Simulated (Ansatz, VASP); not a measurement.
## HgTe: VASP beside Ansatz

```
Hg Te
1.0
     0.00000    3.27185    3.27185
     3.27185    0.00000    3.27185
     3.27185    3.27185    0.00000
Hg Te
1 1
Cartesian
  0.0000 0.0000 0.0000
  4.9078 4.9078 4.9078
```

Change from the starting cell: strain +0.015 along x and y, +0.015 along z, atoms carried along.

Alike in both runs: task single point; functional PBE; k mesh 14 × 14 × 14; occupations gaussian, width 0.15 eV; no spin polarisation.

```csv
,VASP,Ansatz
version,VASP 6.6.1,Ansatz 0.2.0
potentials or method,"VASP PAW PBE potentials, release 64 (Hg, Te), cutoff 520 eV","scalar-relativistic, plane waves, PAW"
valence electrons in the cell,18,36
```

```csv
,VASP,Ansatz,Ansatz less VASP
gap on the k mesh at the Fermi level (eV),none,none,-
pressure (GPa),1.9,1.9,-0.05
```

A gap of «none» marks a metal or a gap that the smearing closes. VASP's potentials hold 18 valence electrons a cell and Ansatz's 36, so a difference there can come from the potentials and not from the codes.

Neither program's run includes spin-orbit coupling.
